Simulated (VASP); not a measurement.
# Ga6HN6 (a cell with a defect) in VASP: further runs

Runs on Ga6HN6 (a cell with a defect). Level: PBE. Tasks: single point.

Program: VASP 6.6.1. These are calculated values, not measurements. Logs are shortened: lines on timing, memory, paths and dates and some standing lists are left out, and cuts for length are marked.

## (1) The cell of the first run

The cell holds a defect, 13 atoms: a = 5.243 Å, b = 5.574 Å, c = 5.574 Å, α = 120.00°, β = 90.00°, γ = 90.00°.

## (2) Single point, PBE

INCAR reads:

```
PREC     = Accurate       # precision mode
ENCUT    = 520            # plane-wave cutoff, eV
EDIFF    = 1E-7           # SCF threshold, eV
ISMEAR   = 0              # smearing method
SIGMA    = 0.02           # smearing width, eV
LREAL    = False          # projectors in reciprocal space
LASPH    = True           # aspherical terms in the spheres
NELM     = 60             # most SCF steps
ALGO     = Normal         # electronic algorithm
ISIF     = 2              # what is computed and relaxed
LWAVE    = False          # write WAVECAR
LCHARG   = False          # write CHGCAR
GGA      = PE             # functional
NELECT   = 110.0        
NBANDS   = 66             # bands
```

KPOINTS reads:

```
regular mesh
0
Gamma
  3 3 3
```

POSCAR reads:

```
Ga6HN6
1.0
    0.0000000000      0.0000000000     -5.2431684262
    4.8275562260      2.7871908866      0.0000000000
    0.0000000001     -5.5743817732      0.0000000000
Ga N H
6 6 1
Direct
    0.5070661066      0.6940385245      0.6940247381
    0.5070676324      0.3059842145     -0.0000024372
    0.5070664880      1.0000113461      0.3059699855
   -0.0065151445      0.3369412854      0.3369280678
   -0.0065159074      0.0000122215      0.6630701330
   -0.0065151445      0.6630829037     -0.0000011434
    0.1254983526      0.6721257813      0.6721112770
    0.1254983526      0.3278988221     -0.0000020435
    0.1254981619      1.0000123818      0.3278837854
    0.6221251608      0.3725692495      0.3725546081
    0.6221247793      0.0000118072      0.6274394276
    0.6221245886      0.6274559753     -0.0000029463
    0.6541964174      0.0000140858     -0.0000037206
```

Potentials or basis: VASP PAW PBE potentials, release 64 (Ga_d, N, H).

The run is started by

```bash
$ cat potpaw_PBE.64/Ga_d/POTCAR potpaw_PBE.64/N/POTCAR potpaw_PBE.64/H/POTCAR > POTCAR
$ mpirun -np 1 vasp_std > vasp.out
```

OUTCAR:

```text
PREC = Accurate
   ENCUT = 520
   EDIFF = 1E-7
   ISMEAR = 0
   LREAL = False
   LASPH = True
   NELM = 60
   ISIF = 2
   GGA = PE
   NELECT = 110.0

 ion  position               nearest neighbor table
   1  0.507  0.694  0.694-  13 1.87  10 1.89   7 2.00  12 2.01  11 2.01
   2  0.507  0.306  1.000-  13 1.87  12 1.89   8 2.00  10 2.01  11 2.01
   3  0.507  0.000  0.306-  13 1.87  11 1.89   9 2.00  12 2.01  10 2.01
   4  0.993  0.337  0.337-  10 1.96   9 1.98   8 1.98   7 1.99
   5  0.993  0.000  0.663-  11 1.96   7 1.98   8 1.98   9 1.99
   6  0.993  0.663  1.000-  12 1.96   9 1.98   7 1.98   8 1.99
   7  0.125  0.672  0.672-   5 1.98   6 1.98   4 1.99   1 2.00
   8  0.125  0.328  1.000-   5 1.98   4 1.98   6 1.99   2 2.00
   9  0.125  0.000  0.328-   4 1.98   6 1.98   5 1.99   3 2.00
  10  0.622  0.373  0.373-   1 1.89   4 1.96   2 2.01   3 2.01
  11  0.622  0.000  0.627-   3 1.89   5 1.96   2 2.01   1 2.01
  12  0.622  0.627  1.000-   2 1.89   6 1.96   1 2.01   3 2.01
  13  0.654  0.000  1.000-   2 1.87   1 1.87   3 1.87

  LATTYP: Found a hexagonal cell.
 ALAT       =     5.5743817732
 C/A-ratio  =     0.9405829453

  Lattice vectors:

 A1 = (   4.8275562260,   2.7871908866,   0.0000000000)
 A2 = (   0.0000000001,  -5.5743817732,   0.0000000000)
 A3 = (   0.0000000000,   0.0000000000,  -5.2431684262)

Analysis of symmetry for initial positions (statically):
=====================================================================
 Subroutine PRICEL returns:
 Original cell was already a primitive cell.

 Routine SETGRP: Setting up the symmetry group for a
 hexagonal supercell.

 Subroutine GETGRP returns: Found  6 space group operations
 (whereof  1 operations were pure point group operations)
 out of a pool of 24 trial point group operations.

The static configuration has the point symmetry C_1 .
 The point group associated with its full space group is C_3v.

Analysis of symmetry for dynamics (positions and initial velocities):
=====================================================================
 Subroutine PRICEL returns:
 Original cell was already a primitive cell.

 Routine SETGRP: Setting up the symmetry group for a
 hexagonal supercell.

 Subroutine GETGRP returns: Found  6 space group operations
 (whereof  1 operations were pure point group operations)
 out of a pool of 24 trial point group operations.

The dynamic configuration has the point symmetry C_1 .
 The point group associated with its full space group is C_3v.

 Subroutine INISYM returns: Found  6 space group operations
 (whereof  1 operations are pure point group operations),
 and found     1 'primitive' translations

----------------------------------------------------------------------------------------

                                     Primitive cell

  volume of cell :     141.0970

  direct lattice vectors                    reciprocal lattice vectors
     0.000000000  0.000000000 -5.243168426     0.000000000  0.000000000 -0.190724371
     4.827556226  2.787190887  0.000000000     0.207144144  0.000000000  0.000000000
     0.000000000 -5.574381773  0.000000000     0.103572072 -0.179392091  0.000000000

  length of vectors
     5.243168426  5.574381773  5.574381773     0.190724371  0.207144144  0.207144144

  position of ions in fractional coordinates (direct lattice)
     0.507066107  0.694038525  0.694024738
     0.507067632  0.305984215  0.999997563
     0.507066488  0.000011346  0.305969985
     0.993484856  0.336941285  0.336928068
     0.993484093  0.000012222  0.663070133
     0.993484856  0.663082904  0.999998857
     0.125498353  0.672125781  0.672111277
     0.125498353  0.327898822  0.999997957
     0.125498162  0.000012382  0.327883785
     0.622125161  0.372569250  0.372554608
     0.622124779  0.000011807  0.627439428
     0.622124589  0.627455975  0.999997054
     0.654196417  0.000014086  0.999996279

  ion indices of the primitive-cell ions
   primitive index   ion index
                 1           1
                 2           2
                 3           3
                 4           4
                 5           5
                 6           6
                 7           7
                 8           8
                 9           9
                10          10
                11          11
                12          12
                13          13

----------------------------------------------------------------------------------------

 KPOINTS: regular mesh

Automatic generation of k-mesh.
 Grid dimensions read from file:
 generate k-points for:    3    3    3

 Generating k-lattice:

  Cartesian coordinates                     Fractional coordinates (reciprocal lattice)
     0.000000000  0.000000000 -0.063574790     0.333333333  0.000000000  0.000000000
     0.069048048  0.000000000  0.000000000     0.000000000  0.333333333 -0.000000000
     0.034524024 -0.059797364  0.000000000     0.000000000  0.000000000  0.333333333

  Length of vectors
     0.063574790  0.069048048  0.069048048

  Shift w.r.t. Gamma in fractional coordinates (k-lattice)
     0.000000000  0.000000000  0.000000000

 Subroutine IBZKPT returns following result:
 ===========================================

 Found      7 irreducible k-points:

 Following reciprocal coordinates:
            Coordinates               Weight
  0.000000  0.000000  0.000000      1.000000
  0.333333  0.000000  0.000000      2.000000
  0.000000  0.333333  0.000000      6.000000
  0.333333  0.333333  0.000000     12.000000
  0.000000  0.333333  0.333333      2.000000
  0.333333  0.333333  0.333333      2.000000
  0.333333 -0.333333 -0.333333      2.000000
   k-points           NKPTS =      7   k-points in BZ     NKDIM =      7   number of bands    NBANDS=     66
   number of dos      NEDOS =    301   number of ions     NIONS =     13
   total plane-waves  NPLWV =  70560
   dimension x,y,z NGX =    40 NGY =   42 NGZ =   42
   dimension x,y,z NGXF=    80 NGYF=   84 NGZF=   84
   ions per type =               6   6   1
   NGX,Y,Z   is equivalent  to a cutoff of  12.68, 12.53, 12.53 a.u.
   NGXF,Y,Z  is equivalent  to a cutoff of  25.37, 25.05, 25.05 a.u.
 SYSTEM =  unknown system
   PREC   = accura    normal or accurate (medium, high low for compatibility)
   ISTART =      0    job   : 0-new  1-cont  2-samecut
   ICHARG =      2    charge: 1-file 2-atom 10-const
   ISPIN  =      1    spin polarized calculation?
   LNONCOLLINEAR =      F non collinear calculations
   LSORBIT =      F    spin-orbit coupling
   LASPH  =      T    aspherical Exc in radial PAW
   ENCUT  =  520.0 eV  38.22 Ry    6.18 a.u.   9.75 10.36 10.36*2*pi/ulx,y,z
   NELM   =     60;   NELMIN=  2; NELMDL= -5     # of ELM steps
   EDIFF  = 0.1E-06   stopping-criterion for ELM
   LREAL  =      F    real-space projection
   EDIFFG = 0.1E-05   stopping-criterion for IOM
   NSW    =      0    number of steps for IOM
   IBRION =     -1    ionic relax: 0-MD 1-quasi-New 2-CG
   NFREE  =      0    steps in history (QN), initial steepest desc. (CG)
   ISIF   =      2    stress and relaxation
   ISYM   =      2    0-nonsym 1-usesym 2-fastsym
   POTIM  = 0.5000    time-step for ionic-motion
   TEBEG  =    0.0;   TEEND  =   0.0 temperature during run
   PSTRESS=    0.0 pullay stress
   NELECT =     110.0000    total number of electrons
   NUPDOWN=      -1.0000    fix difference up-down
   EMIN   =  10.00;   EMAX   =-10.00  energy-range for DOS
   EFERMI =   0.00;   METHOD = LEGACY
   ISMEAR =     0;   SIGMA  =   0.02  broadening in eV -4-tet -1-fermi 0-gaus
   EFERMI_NEDOS =   21; number of points for ismear=-14 and -15
   IALGO  =     38    algorithm
   IMIX   =      4    mixing-type and parameters
     AMIX     =   0.40;   BMIX     =  1.00
     AMIX_MAG =   1.60;   BMIX_MAG =  1.00
  volume/ion in A,a.u.               =      10.85        73.24
  Fermi-wavevector in a.u.,A,eV,Ry     =   1.506722  2.847292 30.888095  2.270211
  Thomas-Fermi vector in A             =   2.617402
   LORBIT       =      0    0 simple, 1 ext, 2 COOP (PROOUT), +10 PAW based schemes
   GGA     = PE    functional components
   LHFCALC =     F    Hartree Fock is set to
   AEXX    =    0.0000 exact exchange contribution
   IVDW    =     0    specifies the selected vdW correction
   LEPSILON=     F    determine dielectric tensor
   LRPA    =     F    only Hartree local field effects (RPA)
 non-spin polarized calculation
 Gauss-broadening in eV      SIGMA  =   0.02
  energy-cutoff  :      520.00
  volume of cell :      141.10
 maximum number of plane-waves:      3817
 NGX is ok and might be reduce to    40
   NGX = 19   NGY = 21   NGZ = 21

 number of electron     110.0000036 magnetization

 Free energy of the ion-electron system (eV)
  ---------------------------------------------------
  ext. energy  EPLUGINS =         0.00000000
  ---------------------------------------------------
  free energy    TOTEN  =       -66.17190881 eV

  energy without entropy =      -66.17190881  energy(sigma->0) =      -66.17190881

 E-fermi :   6.7520     XC(G=0): -11.7334

 val. band max:        6.6121533447   @ k =   0.0000   0.3333   0.0000
 cond. band min:       7.6589155773   @ k =   0.0000   0.0000   0.0000
 fundamental gap:      1.0467622326
 Fermi energy:         6.7520344075

 k-point     1 :       0.0000    0.0000    0.0000
  band No.  band energies     occupation
      1     -10.6933      2.00000
      2      -9.8373      2.00000
      3      -9.8268      2.00000
      4      -9.8268      2.00000
      5      -9.5453      2.00000
      6      -9.5453      2.00000
[... 58 lines left out ...]
     65      13.7316      0.00000
     66      14.0081      0.00000

 k-point     2 :       0.3333    0.0000    0.0000
  band No.  band energies     occupation
      1     -10.4105      2.00000
      2      -9.9546      2.00000
      3      -9.8009      2.00000
      4      -9.8008      2.00000
      5      -9.5098      2.00000
      6      -9.5098      2.00000
[... 403 lines left out ...]
     65      12.9097      0.00000
     66      12.9098      0.00000

------------------------ aborting loop because EDIFF is reached ----------------------------------------

  FORCE on cell =-STRESS in cart. coord.  units (eV):
  Direction    XX          YY          ZZ          XY          YZ          ZX
  --------------------------------------------------------------------------------------
  -------------------------------------------------------------------------------------
  Total       19.3847957     19.3847957      8.2891838     -0.0000000     -0.0000000      0.0000000
  in kB      220.1171858    220.1171858     94.1248923     -0.0000000     -0.0000000      0.0000000
  external PRESSURE =     178.1197547 kB  Pullay stress =       0.0000000 kB

 VOLUME and BASIS-vectors are now :
 -----------------------------------------------------------------------------
  energy-cutoff  :      520.00
  volume of cell :      141.10
      direct lattice vectors                 reciprocal lattice vectors
     0.000000000  0.000000000 -5.243168426     0.000000000  0.000000000 -0.190724371
     4.827556226  2.787190887  0.000000000     0.207144144  0.000000000  0.000000000
     0.000000000 -5.574381773  0.000000000     0.103572072 -0.179392091  0.000000000

 POSITION                                       TOTAL-FORCE (eV/Angst)
 -----------------------------------------------------------------------------------
      3.35051     -1.93434     -2.65863        -0.031994      0.018472     -0.028707
      1.47716     -4.72153     -2.65864         0.031994      0.018472     -0.028707
      0.00005     -1.70556     -2.65863         0.000000     -0.036944     -0.028707
      1.62660     -0.93905     -5.20901        -0.001781      0.001028     -0.005755
      0.00006     -3.69617     -5.20900         0.000000     -0.002057     -0.005755
      3.20107     -3.72624     -5.20901         0.001781      0.001028     -0.005755
      3.24473     -1.87326     -0.65801         0.009309     -0.005375      0.021344
      1.58295     -4.66045     -0.65801        -0.009309     -0.005375      0.021344
      0.00006     -1.82771     -0.65801        -0.000000      0.010749      0.021344
      1.79860     -1.03834     -3.26191         0.019334     -0.011162      0.007893
      0.00006     -3.49755     -3.26190        -0.000000      0.022325      0.007893
      3.02908     -3.82553     -3.26190        -0.019334     -0.011162      0.007893
      0.00007     -5.57432     -3.43006         0.000000      0.000000      0.015673
 -----------------------------------------------------------------------------------
    total drift:                                0.045799      0.056550      0.002301

  FREE ENERGIE OF THE ION-ELECTRON SYSTEM (eV)
  ---------------------------------------------------
  free  energy   TOTEN  =       -66.1719088067 eV

  energy  without entropy=      -66.1719088067  energy(sigma->0) =      -66.17190881
```

It took 94 s on 1 thread of Intel Xeon Platinum 8488C (Sapphire Rapids), shared host; peak memory 0.26 GiB.

What came out:

* Free energy: -66.1719 eV
* Largest force: 0.047 eV/Å

Forces on the atoms (eV/Å):
```
Ga  -0.032  0.018 -0.029
Ga   0.032  0.018 -0.029
Ga   0.000 -0.037 -0.029
Ga  -0.002  0.001 -0.006
Ga   0.000 -0.002 -0.006
Ga   0.002  0.001 -0.006
N    0.009 -0.005  0.021
N   -0.009 -0.005  0.021
N    0.000  0.011  0.021
N    0.019 -0.011  0.008
N    0.000  0.022  0.008
N   -0.019 -0.011  0.008
H    0.000  0.000  0.016
```

Caveat: the k points lie up to 0.43 Å⁻¹ apart; the cell carries a net charge on a neutralising background, which shifts energy and pressure; the cell is charged against a uniform background, so pressure and absolute levels hang on convention.

## (3) Single point, PBE

INCAR reads:

```
PREC = Accurate
ENCUT = 520
EDIFF = 1E-6
ISMEAR = 0
SIGMA = 0.02
LREAL = False
LASPH = True
NELM = 100
ALGO = Normal
ISIF = 2
LWAVE = False
LCHARG = True
GGA = PE
LELF = True
LVHAR = True
NELECT = 110.0
NBANDS = 66
```

KPOINTS reads:

```
Automatic mesh
0
Gamma
  3 3 3
```

POSCAR reads:

```
Ga6HN6
1.0
    0.0000000000      0.0000000000     -5.2431684262
    4.8275562260      2.7871908866      0.0000000000
    0.0000000001     -5.5743817732      0.0000000000
Ga N H
6 6 1
Direct
    0.5007754446      0.6896615687      0.6896695626
    0.5007569444      0.3102994413      0.0000040857
    0.5007889861      0.9999966389      0.3103589939
    0.0009868079      0.3335718787      0.3335638957
    0.0009730757     -0.0000041429      0.6664445680
    0.0009414155      0.6665011963     -0.0000120084
    0.1215785853      0.6613149284      0.6612959233
    0.1215165999      0.3387585609     -0.0000041666
    0.1215711471      1.0000148676      0.3387088295
    0.6323687760      0.3540542916      0.3540706352
    0.6323630543     -0.0000033143      0.6459481802
    0.6323136566      0.6459607831      0.0000132764
    0.3817855612      0.0001052292      0.0000239119
```

Potentials or basis: VASP PAW PBE potentials, release 64 (Ga_d, N, H).

The run is started by

```bash
$ cat potpaw_PBE.64/Ga_d/POTCAR potpaw_PBE.64/N/POTCAR potpaw_PBE.64/H/POTCAR > POTCAR
$ mpirun -np 1 vasp_std > vasp.out
```

Wall time 2.8 min (1 thread of Intel Xeon Platinum 8488C (Sapphire Rapids), shared host); peak memory 0.3 GiB.

Results (log left out):

```yaml
Free_energy: -67.3181 eV
Largest_force: 0.018 eV/Å
```

Forces in eV/Å, atoms in the order of the input:
```
Ga  -0.003  0.002 -0.018
Ga   0.005  0.002 -0.016
Ga   0.001 -0.003 -0.016
Ga   0.002  0.000  0.013
Ga   0.002  0.003  0.012
Ga  -0.003 -0.003  0.012
N   -0.004  0.002  0.003
N    0.003  0.001  0.001
N    0.000 -0.004  0.003
N   -0.001  0.000 -0.003
N   -0.001 -0.002 -0.003
N    0.001  0.001 -0.004
H   -0.002 -0.001  0.016
```

Levels at points of the mesh, in eV from the Fermi level:
```tsv
k point	band 52	band 53	band 54	band 55	band 56	band 57	band 58	band 59
(0.00, 0.00, 0.00)	-1.57	-1.39	-1.39	-1.38	1.10	2.40	3.67	5.54
```

Caveat: the k points lie up to 0.43 Å⁻¹ apart; the cell carries a net charge on a neutralising background, which shifts energy and pressure; the cell is charged against a uniform background, so pressure and absolute levels hang on convention.
